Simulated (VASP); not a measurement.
# Nd3Au (Fm-3m) in VASP: notebook

The runs below take Nd3Au through single point, relaxation of cell and atoms, with PBE.

Everything below comes from runs of VASP 6.6.1. Logs are shortened: lines on timing, memory, paths and dates and some standing lists are left out, and cuts for length are marked.

**1. The cell of the first run**

The structure is cubic, space group Fm-3m (No. 225). The conventional cell has a = 7.472 Å, b = 7.472 Å, c = 7.472 Å, α = 90.00°, β = 90.00°, γ = 90.00°. Within 4.3 Å of Nd (site symmetry -43m) lie 10 Nd at 3.24 to 3.74 Å and 4 Au at 3.24 Å. Within 4.3 Å of Nd (site symmetry m-3m) lie 8 Nd at 3.24 Å and 6 Au at 3.74 Å. Within 4.3 Å of Au (site symmetry m-3m) lie 14 Nd at 3.24 to 3.74 Å.

The cell was generated, and may not be a known phase.

**2. Single point, PBE**

The input, INCAR:

```
ALGO = Normal
EDIFF = 1E-6
ENCUT = 500
GGA = PE
GGA_COMPAT = False
ISIF = 2
ISMEAR = 0
LASPH = True
LCHARG = True
LELF = True
LMAXMIX = 6
LREAL = False
LVHAR = True
LWAVE = False
NBANDS = 30
NELM = 200
PREC = Accurate
SIGMA = 0.1
```

The input, KPOINTS:

```
k-points
0
Gamma
  4 4 4
```

The input, POSCAR:

```
Nd3Au
1.0
    0.0000000000      3.7361145800      3.7361145800
    3.7361145800      0.0000000000      3.7361145800
    3.7361145800      3.7361145800      0.0000000000
Nd Au
3 1
Direct
    0.2500000000      0.2500000000      0.2500000000
    0.7500000000      0.7500000000      0.7500000000
    0.5000000000      0.5000000000      0.5000000000
    0.0000000000      0.0000000000      0.0000000000
```

Potentials or basis: VASP PAW PBE potentials, release 64 (Nd_3, Au), 4f in core.

On the command line:

```bash
$ cat potpaw_PBE.64/Nd_3/POTCAR potpaw_PBE.64/Au/POTCAR > POTCAR
$ mpirun -np 1 vasp_std > vasp.out
```

OUTCAR:

```text
EDIFF = 1E-6
   ENCUT = 500
   GGA = PE
   ISIF = 2
   ISMEAR = 0
   LASPH = True
   LREAL = False
   NELM = 200
   PREC = Accurate

 ion  position               nearest neighbor table
   1  0.250  0.250  0.250-   4 3.24   4 3.24   4 3.24   3 3.24   4 3.24   3 3.24   3 3.24   3 3.24
                             2 3.74   2 3.74   2 3.74   2 3.74   2 3.74   2 3.74
   2  0.750  0.750  0.750-   3 3.24   3 3.24   3 3.24   3 3.24   4 3.24   4 3.24   4 3.24   4 3.24
                             1 3.74   1 3.74   1 3.74   1 3.74   1 3.74   1 3.74
   3  0.500  0.500  0.500-   1 3.24   1 3.24   1 3.24   1 3.24   2 3.24   2 3.24   2 3.24   2 3.24

   4  0.000  0.000  0.000-   2 3.24   2 3.24   2 3.24   1 3.24   2 3.24   1 3.24   1 3.24   1 3.24

  LATTYP: Found a face centered cubic cell.
 ALAT       =     7.4722291600

  Lattice vectors:

 A1 = (   0.0000000000,   3.7361145800,   3.7361145800)
 A2 = (   3.7361145800,   0.0000000000,   3.7361145800)
 A3 = (   3.7361145800,   3.7361145800,   0.0000000000)

Analysis of symmetry for initial positions (statically):
=====================================================================
 Subroutine PRICEL returns:
 Original cell was already a primitive cell.

 Routine SETGRP: Setting up the symmetry group for a
 face centered cubic supercell.

 Subroutine GETGRP returns: Found 48 space group operations
 (whereof 48 operations were pure point group operations)
 out of a pool of 48 trial point group operations.

The static configuration has the point symmetry O_h .

Analysis of symmetry for dynamics (positions and initial velocities):
=====================================================================
 Subroutine PRICEL returns:
 Original cell was already a primitive cell.

 Routine SETGRP: Setting up the symmetry group for a
 face centered cubic supercell.

 Subroutine GETGRP returns: Found 48 space group operations
 (whereof 48 operations were pure point group operations)
 out of a pool of 48 trial point group operations.

The dynamic configuration has the point symmetry O_h .

 Subroutine INISYM returns: Found 48 space group operations
 (whereof 48 operations are pure point group operations),
 and found     1 'primitive' translations

----------------------------------------------------------------------------------------

                                     Primitive cell
[... 76 lines left out ...]
   ENCUT  =  500.0 eV  36.75 Ry    6.06 a.u.   9.63  9.63  9.63*2*pi/ulx,y,z
   NELM   =    200;   NELMIN=  2; NELMDL= -5     # of ELM steps
   EDIFF  = 0.1E-05   stopping-criterion for ELM
   LREAL  =      F    real-space projection
   EDIFFG = 0.1E-04   stopping-criterion for IOM
   NSW    =      0    number of steps for IOM
   IBRION =     -1    ionic relax: 0-MD 1-quasi-New 2-CG
   NFREE  =      0    steps in history (QN), initial steepest desc. (CG)
   ISIF   =      2    stress and relaxation
   ISYM   =      2    0-nonsym 1-usesym 2-fastsym
   POTIM  = 0.5000    time-step for ionic-motion
   TEBEG  =    0.0;   TEEND  =   0.0 temperature during run
   PSTRESS=    0.0 pullay stress
   NELECT =      44.0000    total number of electrons
   NUPDOWN=      -1.0000    fix difference up-down
   EMIN   =  10.00;   EMAX   =-10.00  energy-range for DOS
   EFERMI =   0.00;   METHOD = LEGACY
   ISMEAR =     0;   SIGMA  =   0.10  broadening in eV -4-tet -1-fermi 0-gaus
   EFERMI_NEDOS =   21; number of points for ismear=-14 and -15
   IALGO  =     38    algorithm
   IMIX   =      4    mixing-type and parameters
     AMIX     =   0.40;   BMIX     =  1.00
     AMIX_MAG =   1.60;   BMIX_MAG =  1.00
  volume/ion in A,a.u.               =      26.08       175.97
  Fermi-wavevector in a.u.,A,eV,Ry     =   1.227804  2.320212 20.510803  1.507501
  Thomas-Fermi vector in A             =   2.362753
   LORBIT       =      0    0 simple, 1 ext, 2 COOP (PROOUT), +10 PAW based schemes
   GGA     = PE    functional components
   LHFCALC =     F    Hartree Fock is set to
   AEXX    =    0.0000 exact exchange contribution
   IVDW    =     0    specifies the selected vdW correction
   LEPSILON=     F    determine dielectric tensor
   LRPA    =     F    only Hartree local field effects (RPA)
 non-spin polarized calculation
 Gauss-broadening in eV      SIGMA  =   0.10
  energy-cutoff  :      500.00
  volume of cell :      104.30
 maximum number of plane-waves:      2685
 NGX is ok and might be reduce to    40
   NGX = 19   NGY = 19   NGZ = 19

 number of electron      44.0000001 magnetization

 Free energy of the ion-electron system (eV)
  ---------------------------------------------------
  ext. energy  EPLUGINS =         0.00000000
  ---------------------------------------------------
  free energy    TOTEN  =       -17.76236785 eV

  energy without entropy =      -17.72541020  energy(sigma->0) =      -17.74388902

 E-fermi :   5.2977     XC(G=0): -10.8480

 val. band max:        5.2646635369   @ k =   0.5000   0.0000   0.0000
 cond. band min:       5.3317995771   @ k =   0.5000   0.2500   0.0000
 fundamental gap:      0.0671360402
 Fermi energy:         5.2976956755

 k-point     1 :       0.0000    0.0000    0.0000
  band No.  band energies     occupation
      1     -32.6567      2.00000
      2     -32.2219      2.00000
      3     -32.1473      2.00000
      4     -14.1466      2.00000
      5     -14.1466      2.00000
      6     -14.1466      2.00000
[... 253 lines left out ...]
     29       8.9796      0.00000
     30       9.1280      0.00000

------------------------ aborting loop because EDIFF is reached ----------------------------------------

  FORCE on cell =-STRESS in cart. coord.  units (eV):
  Direction    XX          YY          ZZ          XY          YZ          ZX
  --------------------------------------------------------------------------------------
  -------------------------------------------------------------------------------------
  Total        2.2441762      2.2441762      2.2441762     -0.0000000      0.0000000      0.0000000
  in kB       34.4728334     34.4728334     34.4728334     -0.0000000      0.0000000      0.0000000
  external PRESSURE =      34.4728334 kB  Pullay stress =       0.0000000 kB

 VOLUME and BASIS-vectors are now :
 -----------------------------------------------------------------------------
  energy-cutoff  :      500.00
  volume of cell :      104.30
      direct lattice vectors                 reciprocal lattice vectors
     0.000000000  3.736114580  3.736114580    -0.133828872  0.133828872  0.133828872
     3.736114580  0.000000000  3.736114580     0.133828872 -0.133828872  0.133828872
     3.736114580  3.736114580  0.000000000     0.133828872  0.133828872 -0.133828872

 POSITION                                       TOTAL-FORCE (eV/Angst)
 -----------------------------------------------------------------------------------
      1.86806      1.86806      1.86806         0.000000     -0.000000     -0.000000
      5.60417      5.60417      5.60417         0.000000      0.000000      0.000000
      3.73611      3.73611      3.73611        -0.000000     -0.000000     -0.000000
      0.00000      0.00000      0.00000        -0.000000     -0.000000     -0.000000
 -----------------------------------------------------------------------------------
    total drift:                               -0.000000      0.000000      0.000000

  FREE ENERGIE OF THE ION-ELECTRON SYSTEM (eV)
  ---------------------------------------------------
  free  energy   TOTEN  =       -17.7623678479 eV

  energy  without entropy=      -17.7254101995  energy(sigma->0) =      -17.74388902
```

OSZICAR:

```text
N       E                     dE             d eps       ncg     rms          rms(c)
DAV:   1     0.351404128196E+03    0.35140E+03   -0.20645E+04   480   0.135E+03
DAV:   2     0.259328232542E+01   -0.34881E+03   -0.33858E+03   534   0.349E+02
DAV:   3    -0.193294078330E+02   -0.21923E+02   -0.21258E+02   832   0.682E+01
DAV:   4    -0.203005705099E+02   -0.97116E+00   -0.96651E+00   674   0.132E+01
DAV:   5    -0.203255215344E+02   -0.24951E-01   -0.24947E-01   716   0.194E+00    0.137E+01
DAV:   6    -0.189777962960E+02    0.13477E+01   -0.29335E+01   540   0.247E+01    0.114E+01
DAV:   7    -0.179135691332E+02    0.10642E+01   -0.37809E+00   544   0.926E+00    0.394E+00
DAV:   8    -0.177834952121E+02    0.13007E+00   -0.74370E-01   638   0.421E+00    0.195E+00
DAV:   9    -0.177620529047E+02    0.21442E-01   -0.12095E-01   690   0.178E+00    0.281E-01
DAV:  10    -0.177622669342E+02   -0.21403E-03   -0.41809E-03   660   0.294E-01    0.213E-01
DAV:  11    -0.177623749744E+02   -0.10804E-03   -0.81975E-04   644   0.176E-01    0.483E-02
DAV:  12    -0.177623708266E+02    0.41479E-05   -0.57681E-05   730   0.371E-02    0.923E-03
DAV:  13    -0.177623690856E+02    0.17409E-05   -0.24175E-06   484   0.831E-03    0.289E-03
DAV:  14    -0.177623680591E+02    0.10265E-05   -0.51633E-07   360   0.378E-03    0.833E-04
DAV:  15    -0.177623678479E+02    0.21120E-06   -0.89665E-08   360   0.165E-03
   1 F= -.17762368E+02 E0= -.17743889E+02  d E =-.369576E-01
```

stdout:

```text
POSCAR found type information on POSCAR NdAu
 POSCAR found :  2 types and       4 ions
 scaLAPACK will be used
 LDA part: xc-table for (Slater+PW92), standard interpolation
 POSCAR, INCAR and KPOINTS ok, starting setup
 FFT: planning ... GRIDC
 FFT: planning ... GRID_SOFT
 FFT: planning ... GRID
 WAVECAR not read
 entering main loop
```

It took 27 s on 1 thread of AMD EPYC 9R45 (Zen 5), shared host; peak memory 0.21 GiB.

Results:

```yaml
Free_energy: -17.7624 eV
Pressure: 3.4 GPa
Band_gap_on_the_k_mesh: zero (bands 22 and 23 overlap by 0.94 eV)
```

Caveat: the k points lie up to 0.36 Å⁻¹ apart, too coarse for converged energies and pressures of a metal; spin-orbit coupling is left out, which moves the levels of the heavy elements; the 4f electrons are frozen in the core, so they carry no moment and show no levels.

**3. Single point, PBE**

This run uses another cell than the first one, of 27.83 Å³/atom.

The input, INCAR:

```
SYSTEM = Nd3Au
  PREC = Accurate
  ENCUT = 500
  EDIFF = 1E-6
  ISMEAR = 0
  SIGMA = 0.1
  LREAL = .FALSE.
  LASPH = .TRUE.
  NELM = 200
  ALGO = Normal
  ISIF = 2
  LWAVE = .FALSE.
  LCHARG = .TRUE.
  GGA = PE
  LELF = .TRUE.
  LVHAR = .TRUE.
  NBANDS = 30
  GGA_COMPAT = .FALSE.
  LMAXMIX = 6
```

The input, KPOINTS:

```
regular mesh
0
G
  4 4 4
  0 0 0
```

The input, POSCAR:

```
Nd3Au
1.0
    0.0000000000      3.8183073849      3.8183073849
    3.8183073849      0.0000000000      3.8183073849
    3.8183073849      3.8183073849      0.0000000000
Nd Au
3 1
Direct
    0.2500000000      0.2500000000      0.2500000000
    0.7500000000      0.7500000000      0.7500000000
    0.5000000000      0.5000000000      0.5000000000
    0.0000000000      0.0000000000      0.0000000000
```

Potentials or basis: VASP PAW PBE potentials, release 64 (Nd_3, Au), 4f in core.

On the command line:

```bash
$ cat potpaw_PBE.64/Nd_3/POTCAR potpaw_PBE.64/Au/POTCAR > POTCAR
$ mpirun -np 1 vasp_std > vasp.out
```

It took 26 s on 1 thread of AMD EPYC 9R45 (Zen 5), shared host; peak memory 0.21 GiB.

It converged, with:

```
Free energy            : -17.8340 eV
Pressure               : 0.0 GPa
Band gap on the k mesh : zero (bands 22 and 23 overlap by 0.79 eV)
```

Levels at points of the mesh, in eV from the Fermi level:
```csv
k point,band 20,band 21,band 22,band 23,band 24,band 25
"(0.00, 0.00, 0.00)",-0.63,-0.56,-0.56,-0.56,0.97,0.97
"(0.50, 0.00, 0.00)",-1.08,-1.08,-0.16,0.02,0.02,1.63
"(0.50, 0.50, 0.00)",-0.78,-0.04,0.22,0.33,0.33,1.18
```

Caveat: spin-orbit coupling is left out, which moves the levels of the heavy elements; the 4f electrons are frozen in the core, so they carry no moment and show no levels. Spin polarisation is off, so any magnetic state and its effect on volume and gap are missing.

[end of part 1 of 2]

The gap in the log of VASP goes by the Fermi energy; the results here count the filled bands.